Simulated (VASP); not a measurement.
# Sr3Zn: relaxation of cell and atoms with PBE

The system is Sr3Zn.

```
CELL_PARAMETERS angstrom
5.47994 0.00000 0.00000
0.00000 5.47994 0.00000
0.00000 0.00000 5.47994
ATOMIC_POSITIONS crystal
Sr 0.50000 0.00000 0.50000
Sr 0.50000 0.50000 0.00000
Sr 0.00000 0.50000 0.50000
Zn 0.00000 0.00000 0.00000
```

```json
{
  "Program": "VASP 6.6.1",
  "Task": "relaxation of cell and atoms",
  "Functional": "PBE",
  "Potentials or basis": "VASP PAW PBE potentials, release 64 (Sr_sv, Zn)",
  "Cutoff": "600 eV",
  "k mesh": "4 × 4 × 4",
  "Occupations": "fermi-dirac, width 0.15 eV",
  "Spin": "no spin polarisation",
  "Dipole correction": "no",
  "Further INCAR settings": "ALGO = Normal; EDIFF = 1e-07; IBRION = 2; EDIFFG = -0.05; NSW = 80; ISIF = 3"
}
```

```
Pressure after relaxing : 0.0 GPa
Band gap on the k mesh  : zero (band 21 reaches 2.30 eV, above the bottom of band 22 at 1.79 eV)
```

Final structure:
```
Sr Zn
1.0
     5.47994    0.00000    0.00000
     0.00000    5.47994    0.00000
     0.00000    0.00000    5.47994
Sr Zn
3 1
Cartesian
  2.7400 0.0000 2.7400
  2.7400 2.7400 0.0000
  0.0000 2.7400 2.7400
  0.0000 0.0000 0.0000
```

Levels at points of the mesh, in eV from the Fermi level:
| k point | band 17 | band 18 | band 19 | band 20 | band 21 | band 22 | band 23 | band 24 | band 25 |
| --- | --- | --- | --- | --- | --- | --- | --- | --- | --- |
| (0.00, 0.00, 0.00) | -6.75 | -4.77 | -1.76 | 0.11 | 0.11 | 0.74 | 0.74 | 0.74 | 1.05 |
| (0.50, 0.00, 0.00) | -6.74 | -3.88 | -2.57 | -0.34 | 0.26 | 0.26 | 1.10 | 1.19 | 1.59 |
| (0.50, 0.50, 0.00) | -6.74 | -3.46 | -1.47 | -1.47 | -0.84 | 0.20 | 1.07 | 1.28 | 1.28 |
| (0.50, 0.50, 0.50) | -6.74 | -3.52 | -0.64 | -0.64 | -0.64 | -0.07 | -0.07 | -0.07 | 0.65 |

Wall time 120 s on 1 thread of AMD EPYC 7R13 (shared host), peak memory 0.3 GiB.

Caveat: the relaxation stopped at its first step, so nothing moved.
